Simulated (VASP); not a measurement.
# CdSe (Imm2) in VASP: single point with r2SCAN

Aim: the single point of CdSe with r2SCAN.

Program: VASP 6.6.1. These are calculated values, not measurements. Logs are shortened: lines on timing, memory, paths and dates and some standing lists are left out, and cuts for length are marked.

## (1) The cell of the first run

Symmetry: Imm2, No. 44, orthorhombic system. Conventional cell: a = 4.284 Å, b = 4.393 Å, c = 6.136 Å, α = 90.00°, β = 90.00°, γ = 90.00°. Within 3.5 Å of Cd (site symmetry mm2) lie 4 Se at 2.65 to 2.66 Å. Se (site symmetry mm2) has 4 Cd at 2.65 to 2.66 Å within 3.5 Å.

## (2) Single point, r2SCAN (shear xy strain +2.5%)

File POSCAR:

```
CdSe
1.0
    0.0383472621      3.0677809650      3.0677809650
    3.0677809650      0.0383472621      3.0677809650
    3.1061282271      3.1061282271      0.0000000000
Cd Se
1 1
Direct
    0.0026743383      0.0026743383     -0.0026743383
    0.2473256617      0.2473256617      0.2526743383
```

File INCAR.step1:

```
PREC     = Accurate       # precision mode
ENCUT    = 520            # plane-wave cutoff, eV
ISMEAR   = 0              # smearing method
SIGMA    = 0.01           # smearing width, eV
LREAL    = F              # projectors in reciprocal space
LASPH    = T              # aspherical terms in the spheres
NELM     = 60             # most SCF steps
NBANDS   = 16             # bands
GGA      = PE             # functional
ALGO     = Normal         # electronic algorithm
EDIFF    = 1E-4           # SCF threshold, eV
LWAVE    = T              # write WAVECAR
LCHARG   = F              # write CHGCAR
```

File INCAR.step2:

```
PREC     = Accurate       # precision mode
ENCUT    = 520            # plane-wave cutoff, eV
EDIFF    = 1E-7           # SCF threshold, eV
ISMEAR   = 0              # smearing method
SIGMA    = 0.01           # smearing width, eV
LREAL    = F              # projectors in reciprocal space
LASPH    = T              # aspherical terms in the spheres
NELM     = 60             # most SCF steps
ALGO     = Normal         # electronic algorithm
ISIF     = 2              # what is computed and relaxed
LWAVE    = F              # write WAVECAR
LCHARG   = F              # write CHGCAR
METAGGA  = R2SCAN         # meta-GGA
LMIXTAU  = T            
NBANDS   = 16             # bands
ISTART   = 1
```

File KPOINTS:

```
regular mesh
0
Gamma
  8 8 8
```

Potentials or basis: VASP PAW PBE potentials, release 64 (Cd, Se).

The run is started by

```sh
$ cat potpaw_PBE.64/Cd/POTCAR potpaw_PBE.64/Se/POTCAR > POTCAR
$ cp INCAR.step1 INCAR
$ mpirun -np 1 vasp_std > vasp.out
$ cp INCAR.step2 INCAR
$ mpirun -np 1 vasp_std > vasp.out
```

OUTCAR:

```text
PREC = Accurate
   ENCUT = 520
   EDIFF = 1E-7
   ISMEAR = 0
   LREAL = F
   LASPH = T
   NELM = 60
   ISIF = 2
   METAGGA = R2SCAN
   ISTART = 1

 ion  position               nearest neighbor table
   1  0.003  0.003  0.997-   2 2.65   2 2.65   2 2.66   2 2.66
   2  0.247  0.247  0.253-   1 2.65   1 2.65   1 2.66   1 2.66

  LATTYP: Found a body centered orthorhombic cell.
 ALAT       =     4.2842662290
 B/A-ratio  =     1.0253164557
 C/A-ratio  =     1.4321149999

  Lattice vectors:

 A1 = (   3.0677809650,   0.0383472621,  -3.0677809650)
 A2 = (  -3.0677809650,  -0.0383472621,  -3.0677809650)
 A3 = (   0.0383472621,   3.0677809650,   3.0677809650)

Analysis of symmetry for initial positions (statically):
=====================================================================
 Subroutine PRICEL returns:
 Original cell was already a primitive cell.

 Routine SETGRP: Setting up the symmetry group for a
 body centered orthorhombic supercell.

 Subroutine GETGRP returns: Found  4 space group operations
 (whereof  4 operations were pure point group operations)
 out of a pool of  8 trial point group operations.

The static configuration has the point symmetry C_2v.

Analysis of symmetry for dynamics (positions and initial velocities):
=====================================================================
 Subroutine PRICEL returns:
 Original cell was already a primitive cell.

 Routine SETGRP: Setting up the symmetry group for a
 body centered orthorhombic supercell.

 Subroutine GETGRP returns: Found  4 space group operations
 (whereof  4 operations were pure point group operations)
 out of a pool of  8 trial point group operations.

The dynamic configuration has the point symmetry C_2v.

 Subroutine INISYM returns: Found  4 space group operations
 (whereof  4 operations are pure point group operations),
 and found     1 'primitive' translations

----------------------------------------------------------------------------------------

                                     Primitive cell

  volume of cell :      57.7345

  direct lattice vectors                    reciprocal lattice vectors
     0.038347262  3.067780965  3.067780965    -0.165047348  0.165047348  0.162984257
     3.067780965  0.038347262  3.067780965     0.165047348 -0.165047348  0.162984257
     3.106128227  3.106128227  0.000000000     0.160972105  0.160972105 -0.162984257

  length of vectors
     4.338666916  4.338666916  4.392728665     0.284684250  0.284684250  0.279978401

  position of ions in fractional coordinates (direct lattice)
     0.002674338  0.002674338  0.997325662
     0.247325662  0.247325662  0.252674338

  ion indices of the primitive-cell ions
   primitive index   ion index
                 1           1
                 2           2

----------------------------------------------------------------------------------------

 KPOINTS: regular mesh

Automatic generation of k-mesh.
 Grid dimensions read from file:
 generate k-points for:    8    8    8

 Generating k-lattice:

  Cartesian coordinates                     Fractional coordinates (reciprocal lattice)
    -0.020630919  0.020630919  0.020373032     0.125000000  0.000000000  0.000000000
     0.020630919 -0.020630919  0.020373032     0.000000000  0.125000000  0.000000000
     0.020121513  0.020121513 -0.020373032     0.000000000  0.000000000  0.125000000

  Length of vectors
     0.035585531  0.035585531  0.034997300

  Shift w.r.t. Gamma in fractional coordinates (k-lattice)
     0.000000000  0.000000000  0.000000000

 Subroutine IBZKPT returns following result:
 ===========================================

 Found     95 irreducible k-points:

 Following reciprocal coordinates:
            Coordinates               Weight
  0.000000  0.000000  0.000000      1.000000
  0.125000  0.000000  0.000000      4.000000
  0.250000  0.000000  0.000000      4.000000
  0.375000  0.000000  0.000000      4.000000
  0.500000  0.000000  0.000000      2.000000
  0.125000  0.125000  0.000000      2.000000
[... 16 lines left out ...]
  0.125000 -0.000000  0.125000      4.000000
  0.250000  0.000000  0.125000      8.000000
 [... further k-points ...]
   k-points           NKPTS =     95   k-points in BZ     NKDIM =     95   number of bands    NBANDS=     16
   number of dos      NEDOS =    301   number of ions     NIONS =      2
   total plane-waves  NPLWV =  36864
   dimension x,y,z NGX =    32 NGY =   32 NGZ =   36
   dimension x,y,z NGXF=    64 NGYF=   64 NGZF=   72
   ions per type =               1   1
   NGX,Y,Z   is equivalent  to a cutoff of  12.26, 12.26, 13.62 a.u.
   NGXF,Y,Z  is equivalent  to a cutoff of  24.52, 24.52, 27.25 a.u.
 SYSTEM =  unknown system
   PREC   = accura    normal or accurate (medium, high low for compatibility)
   ISTART =      1    job   : 0-new  1-cont  2-samecut
   ICHARG =      0    charge: 1-file 2-atom 10-const
   ISPIN  =      1    spin polarized calculation?
   LNONCOLLINEAR =      F non collinear calculations
   LSORBIT =      F    spin-orbit coupling
   LASPH  =      T    aspherical Exc in radial PAW
   ENCUT  =  520.0 eV  38.22 Ry    6.18 a.u.   8.07  8.07  8.17*2*pi/ulx,y,z
   NELM   =     60;   NELMIN=  2; NELMDL=  0     # of ELM steps
   EDIFF  = 0.1E-06   stopping-criterion for ELM
   LREAL  =      F    real-space projection
   EDIFFG = 0.1E-05   stopping-criterion for IOM
   NSW    =      0    number of steps for IOM
   IBRION =     -1    ionic relax: 0-MD 1-quasi-New 2-CG
   NFREE  =      0    steps in history (QN), initial steepest desc. (CG)
   ISIF   =      2    stress and relaxation
   ISYM   =      2    0-nonsym 1-usesym 2-fastsym
   POTIM  = 0.5000    time-step for ionic-motion
   TEBEG  =    0.0;   TEEND  =   0.0 temperature during run
   PSTRESS=    0.0 pullay stress
   NELECT =      18.0000    total number of electrons
   NUPDOWN=      -1.0000    fix difference up-down
   EMIN   =  10.00;   EMAX   =-10.00  energy-range for DOS
   EFERMI =   0.00;   METHOD = LEGACY
   ISMEAR =     0;   SIGMA  =   0.01  broadening in eV -4-tet -1-fermi 0-gaus
   EFERMI_NEDOS =   21; number of points for ismear=-14 and -15
   IALGO  =     38    algorithm
   IMIX   =      4    mixing-type and parameters
     AMIX     =   0.40;   BMIX     =  1.00
     AMIX_MAG =   1.60;   BMIX_MAG =  1.00
  volume/ion in A,a.u.               =      28.87       194.81
  Fermi-wavevector in a.u.,A,eV,Ry     =   1.110079  2.097745 16.766129  1.232276
  Thomas-Fermi vector in A             =   2.246626
   LORBIT       =      0    0 simple, 1 ext, 2 COOP (PROOUT), +10 PAW based schemes
   METAGGA = R2SCAN    functional components
   LHFCALC =     F    Hartree Fock is set to
   AEXX    =    0.0000 exact exchange contribution
   IVDW    =     0    specifies the selected vdW correction
   LEPSILON=     F    determine dielectric tensor
   LRPA    =     F    only Hartree local field effects (RPA)
 non-spin polarized calculation
 Gauss-broadening in eV      SIGMA  =   0.01
  energy-cutoff  :      520.00
  volume of cell :       57.73
 maximum number of plane-waves:      1573
   NGX = 17   NGY = 17   NGZ = 17

 number of electron      17.9999999 magnetization

 Free energy of the ion-electron system (eV)
  ---------------------------------------------------
  ext. energy  EPLUGINS =         0.00000000
  ---------------------------------------------------
  free energy    TOTEN  =       -35.91327035 eV

  energy without entropy =      -35.91327035  energy(sigma->0) =      -35.91327035

 E-fermi :   0.5501     XC(G=0):  -9.3042

 val. band max:        0.4962684815   @ k =   0.0000   0.0000   0.0000
 cond. band min:       1.4622955407   @ k =   0.0000   0.0000   0.0000
 fundamental gap:      0.9660270592
 Fermi energy:         0.5500824996

 k-point     1 :       0.0000    0.0000    0.0000
  band No.  band energies     occupation
      1     -12.4313      2.00000
      2      -7.6481      2.00000
      3      -7.6437      2.00000
      4      -7.6380      2.00000
      5      -7.2717      2.00000
      6      -7.2711      2.00000
[... 8 lines left out ...]
     15      12.0264      0.00000
     16      12.0372      0.00000

 k-point     2 :       0.1250    0.0000    0.0000
  band No.  band energies     occupation
      1     -12.3786      2.00000
      2      -7.6305      2.00000
      3      -7.6257      2.00000
      4      -7.5889      2.00000
      5      -7.2723      2.00000
      6      -7.2720      2.00000
[... 8 lines left out ...]
     15      11.2354      0.00000
     16      11.4041      0.00000

 k-point     3 :       0.2500    0.0000    0.0000
  band No.  band energies     occupation
      1     -12.2500      2.00000
      2      -7.5917      2.00000
      3      -7.5891      2.00000
      4      -7.4216      2.00000
      5      -7.2703      2.00000
      6      -7.2675      2.00000
[... 8 lines left out ...]
     15      10.9133      0.00000
     16      11.0706      0.00000

 k-point     4 :       0.3750    0.0000    0.0000
  band No.  band energies     occupation
      1     -12.1202      2.00000
      2      -7.5604      2.00000
      3      -7.5603      2.00000
      4      -7.2591      2.00000
      5      -7.2539      2.00000
      6      -7.1467      2.00000
[... 8 lines left out ...]
     15      11.7909      0.00000
     16      12.0733      0.00000
[... 324 lines left out ...]
 k-point    22 :      -0.0000   -0.0000    0.1250
  band No.  band energies     occupation
      1     -12.3807      2.00000
      2      -7.6290      2.00000
      3      -7.6220      2.00000
      4      -7.5958      2.00000
      5      -7.2726      2.00000
      6      -7.2713      2.00000
[... 8 lines left out ...]
     15      11.3137      0.00000
     16      11.4111      0.00000

 k-point    23 :       0.1250   -0.0000    0.1250
  band No.  band energies     occupation
      1     -12.3624      2.00000
      2      -7.6138      2.00000
      3      -7.6101      2.00000
      4      -7.5944      2.00000
      5      -7.2815      2.00000
      6      -7.2633      2.00000
[... 8 lines left out ...]
     15      11.8976      0.00000
     16      12.1699      0.00000

 k-point    24 :       0.2500    0.0000    0.1250
  band No.  band energies     occupation
      1     -12.2587      2.00000
      2      -7.5876      2.00000
      3      -7.5710      2.00000
      4      -7.4738      2.00000
      5      -7.2825      2.00000
      6      -7.2548      2.00000
[... 8 lines left out ...]
     15      11.9485      0.00000
     16      12.2754      0.00000

 [... further k-points ...]
[... 5 lines left out ...]
  --------------------------------------------------------------------------------------
  -------------------------------------------------------------------------------------
  Total        0.0661072      0.0661072      0.0638791     -0.2024107      0.0000000      0.0000000
  in kB        1.8345284      1.8345284      1.7726964     -5.6170584      0.0000000      0.0000000
  external PRESSURE =       1.8139178 kB  Pullay stress =       0.0000000 kB

 VOLUME and BASIS-vectors are now :
 -----------------------------------------------------------------------------
  energy-cutoff  :      520.00
  volume of cell :       57.73
      direct lattice vectors                 reciprocal lattice vectors
     0.038347262  3.067780965  3.067780965    -0.165047348  0.165047348  0.162984257
     3.067780965  0.038347262  3.067780965     0.165047348 -0.165047348  0.162984257
     3.106128227  3.106128227  0.000000000     0.160972105  0.160972105 -0.162984257

 POSITION                                       TOTAL-FORCE (eV/Angst)
 -----------------------------------------------------------------------------------
      3.10613      3.10613      0.01641         0.000000      0.000000     -0.000668
      1.55306      1.55306      1.51748        -0.000000     -0.000000      0.000668
 -----------------------------------------------------------------------------------
    total drift:                                0.000003      0.000003     -0.000024

  FREE ENERGIE OF THE ION-ELECTRON SYSTEM (eV)
  ---------------------------------------------------
  free  energy   TOTEN  =       -35.9132703454 eV

  energy  without entropy=      -35.9132703454  energy(sigma->0) =      -35.91327035
```

Run time: 2.1 min. Hardware: 1 thread of Intel Xeon 6975P-C (Granite Rapids), shared host; peak memory 0.25 GiB.

Results:

| Item | Value |
| --- | --- |
| Free energy | -35.9133 eV |
| Pressure | 0.2 GPa |
| Band gap on the k mesh | 0.97 eV |

Stress tensor (GPa, compression positive):
```
 0.18 -0.56  0.00
-0.56  0.18  0.00
 0.00  0.00  0.18
```

Levels at points of the mesh, in eV from the valence-band top:
| k point | band 6 | band 7 | band 8 | band 9 | band 10 | band 11 | band 12 | band 13 |
| --- | --- | --- | --- | --- | --- | --- | --- | --- |
| (0.00, 0.00, 0.00) | -7.77 | -0.11 | -0.06 | 0.00 | 0.97 | 6.28 | 6.42 | 6.56 |
| (0.50, 0.00, 0.00) | -7.47 | -4.29 | -0.85 | -0.77 | 2.69 | 6.79 | 6.80 | 7.71 |
| (0.50, 0.50, 0.00) | -7.42 | -4.02 | -1.96 | -1.74 | 3.39 | 4.13 | 9.50 | 10.74 |
| (0.00, 0.00, 0.50) | -7.50 | -4.36 | -0.79 | -0.70 | 2.85 | 6.92 | 6.94 | 7.65 |
| (0.50, 0.00, 0.50) | -7.42 | -4.02 | -1.85 | -1.85 | 3.44 | 4.07 | 9.47 | 10.73 |

Caveat: the cell differs from its parent crystal (shear xy strain +2.5%); the PAW data sets were made with another functional, which shifts forces and pressure a little.
